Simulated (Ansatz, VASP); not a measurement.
C in VASP and in Ansatz

INCAR

```
ALGO = Normal ; EDIFF = 1E-6
ENCUT = 600 ; GGA = CA
GGA_COMPAT = False ; ISIF = 2
ISMEAR = 0 ; LASPH = True
LCHARG = True ; LELF = True
LREAL = False ; LVHAR = True
LWAVE = False ; NBANDS = 11
NELM = 120 ; PREC = Accurate
SIGMA = 0.02
```

KPOINTS

```
k-points
0
Gamma
  12 12 12
```

POSCAR

```
C
1.0
    0.0000000000      1.7657234630      1.7657234630
    1.7657234630      0.0000000000      1.7657234630
    1.7657234630      1.7657234630      0.0000000000
C
2
Direct
    0.0000000000      0.0000000000      0.0000000000
    0.2500000000      0.2500000000      0.2500000000
```

Input for Ansatz:

```yaml
crystal:
  lattice:
    - [0.0, 1.765723463, 1.765723463]
    - [1.765723463, 0.0, 1.765723463]
    - [1.765723463, 1.765723463, 0.0]
  atoms:
    - { symbol: C, position: [0.0, 0.0, 0.0] }
    - { symbol: C, position: [0.25, 0.25, 0.25] }
basis:
  ecutwfc: 420
kpoints:
  mp_grid: { grid: [12, 12, 12] }
  band_path:
    path:
      - [[0.0, 0.0, 0.0], [0.5, 0.0, 0.5], [0.625, 0.25, 0.625]]
      - [[0.375, 0.375, 0.75], [0.0, 0.0, 0.0], [0.5, 0.5, 0.5], [0.5, 0.25, 0.75], [0.5, 0.0, 0.5]]
    npoints: 10
hamiltonian:
  xc: lda
  pseudopotentials: { kind: paw, azcp: { folder: soft_1 } }
scf:
  occupations: { method: gaussian, width: 0.02 }
  n_extra_bands: 7
output:
  forces: true
  stress: true
  eigenvalues: true
```

Alike in both runs: task single point; functional LDA; k mesh 12 × 12 × 12; occupations gaussian, width 0.02 eV; no spin polarisation.

```csv
,VASP,Ansatz
version,VASP 6.6.1,Ansatz 0.2.0
potentials or method,"VASP PAW LDA potentials, release 64 (C), cutoff 600 eV","scalar-relativistic, plane waves, PAW"
valence electrons in the cell,8,8
```

```csv
,VASP,Ansatz,Ansatz less VASP
gap on the k mesh at the Fermi level (eV),4.20,4.20,+0.004
least direct gap on the mesh (eV),5.63,5.62,-0.004
pressure (GPa),0.9,0.0,-0.95
```

Ansatz warns that its potentials were made for another functional, while VASP's fit it. LDA's correlation is that of Perdew and Zunger in VASP and of Perdew and Wang (1992) in Ansatz.
